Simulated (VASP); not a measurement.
Zn6HS6 (a cell with a defect): single point with PBE

System: Zn6HS6 (a cell with a defect).

```
CELL_PARAMETERS angstrom
0.00000 0.00000 6.30464
-5.76610 -3.32906 0.00000
5.76610 -3.32906 0.00000
ATOMIC_POSITIONS crystal
Zn 0.99308 0.33414 0.99987
Zn 0.99308 0.99951 0.33448
Zn 0.99309 0.66491 0.66525
Zn 0.49211 0.27515 0.27551
Zn 0.49210 0.99952 0.72422
Zn 0.49209 0.72386 0.99986
S 0.35820 0.36967 0.99988
S 0.35821 0.99950 0.37001
S 0.35821 0.62937 0.62970
S 0.86479 0.33261 0.33296
S 0.86479 0.99952 0.66678
S 0.86478 0.66643 0.99986
H 0.56972 0.99957 0.99988
```

```yaml
Program: VASP 6.6.1
Task: single point
Functional: PBE
Potentials_or_basis: VASP PAW PBE potentials, release 64 (Zn, S, H)
Cutoff: 520 eV
k_mesh: 2 × 2 × 2
Occupations: gaussian, width 0.02 eV
Spin: no spin polarisation
```

```
Largest force : 0.010 eV/Å
```

Forces in eV/Å, atoms in the order of the input:
```
Zn   0.004  0.002  0.003
Zn  -0.004  0.002  0.003
Zn   0.000 -0.004  0.003
Zn   0.000  0.004 -0.006
Zn   0.004 -0.002 -0.005
Zn  -0.004 -0.002 -0.005
S   -0.008 -0.004  0.005
S    0.007 -0.004  0.005
S    0.001  0.008  0.006
S    0.000 -0.004 -0.004
S   -0.004  0.002 -0.004
S    0.004  0.002 -0.004
H    0.001  0.001  0.005
```

Levels at points of the mesh, in eV from the Fermi level:
```tsv
k point	band 53	band 54	band 55	band 56	band 57	band 58
(0.00, 0.00, 0.00)	-1.23	-1.23	-0.87	1.24	1.81	3.00
(0.50, 0.00, 0.00)	-1.48	-1.48	-0.10	1.94	2.66	2.86
(0.00, 0.50, 0.00)	-2.00	-1.84	-0.83	2.47	2.53	2.70
(0.00, 0.00, 0.50)	-2.00	-1.84	-0.83	2.47	2.53	2.70
(0.00, 0.50, 0.50)	-2.00	-1.84	-0.83	2.47	2.53	2.70
(0.50, 0.50, 0.00)	-2.53	-2.06	-0.94	2.01	2.70	2.95
(0.50, 0.00, 0.50)	-2.53	-2.06	-0.94	2.01	2.70	2.95
(0.50, 0.50, 0.50)	-2.53	-2.06	-0.94	2.01	2.70	2.96
```

It took 2.6 min on 1 thread of Intel(R) Xeon(R) Platinum 8488C (Sapphire Rapids) (shared host), peak memory 0.38 GiB.

Caveat: the k points lie up to 0.54 Å⁻¹ apart; the cell carries a net charge on a neutralising background, which shifts energy and pressure; the cell is charged against a uniform background, so pressure and absolute levels hang on convention.
